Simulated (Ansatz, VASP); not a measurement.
**Two plane-wave programs on Ge7Au**

```
CELL_PARAMETERS angstrom
5.79795 0.00000 0.00000
0.00000 5.79795 0.00000
0.00000 0.00000 5.79795
ATOMIC_POSITIONS crystal
Ge 0.25102 0.25102 0.25102
Ge 0.00000 0.50000 0.50000
Ge 0.50000 0.50000 0.00000
Ge 0.50000 0.00000 0.50000
Ge 0.74898 0.25102 0.74898
Ge 0.74898 0.74898 0.25102
Ge 0.25102 0.74898 0.74898
Au 0.00000 0.00000 0.00000
```

Change from the starting cell: relaxed end of: species swapped into the Si7Ge type (P-43m, No. 215).

Alike in both runs: task single point; functional PBE; k mesh 4 × 4 × 4; occupations gaussian, width 0.1 eV; no spin polarisation.

|  | VASP | Ansatz |
| --- | --- | --- |
| version | VASP 6.6.1 | Ansatz 0.2.0 |
| potentials or method | VASP PAW PBE potentials, release 64 (Ge_d, Au), cutoff 520 eV | scalar-relativistic, plane waves, PAW |
| valence electrons in the cell | 109 | 117 |

```csv
,VASP,Ansatz,Ansatz less VASP
gap on the k mesh at the Fermi level (eV),none,none,-
pressure (GPa),0.1,0.1,+0.02
```

A gap of «none» marks a metal or a gap that the smearing closes. The functional is the same, so the differences come from potentials, cutoffs and numerics. VASP's potentials hold 109 valence electrons a cell and Ansatz's 117, so a difference there can come from the potentials and not from the codes.

Neither program's run includes spin-orbit coupling.
